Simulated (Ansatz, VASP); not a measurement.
# Two plane-wave programs on TaAl5

```
Ta Al
1.0
     6.32346    0.00000    0.00000
     0.00000    6.32346    0.00000
     0.00000    0.00000    5.17024
Ta Al
1 5
Direct
  0.00000 0.00000 0.50000
  0.71605 0.71605 0.50000
  0.28395 0.28395 0.50000
  0.28395 0.71605 0.50000
  0.71605 0.28395 0.50000
  0.00000 0.00000 0.00000
```

Alike in both runs: task relaxation of cell and atoms; functional PBE; k mesh 6 × 6 × 8; occupations gaussian, width 0.1 eV; no spin polarisation.

```csv
,VASP,Ansatz
version,VASP 6.6.1,Ansatz 0.2.0
potentials or method,"VASP PAW PBE potentials, release 64 (Ta_pv, Al), cutoff 600 eV","scalar-relativistic, plane waves, PAW"
valence electrons in the cell,26,28
```

Ansatz gave:

| Quantity | Value |
| --- | --- |
| gap on the k mesh at the Fermi level, each at its own relaxed structure (eV) | none |
| relaxed volume (Å³/atom) | 34.28 |
| relaxed cell length with the largest relative difference (Å) | 6.310 |

Task: Estimate VASP's values.

Result: gap on the k mesh at the Fermi level, each at its own relaxed structure (eV): none; relaxed volume (Å³/atom): 34.25; relaxed cell length with the largest relative difference (Å): 6.307.

A gap of «none» marks a metal or a gap that the smearing closes. VASP's potentials hold 26 valence electrons a cell and Ansatz's 28, so a difference there can come from the potentials and not from the codes.

Neither program's run includes spin-orbit coupling.
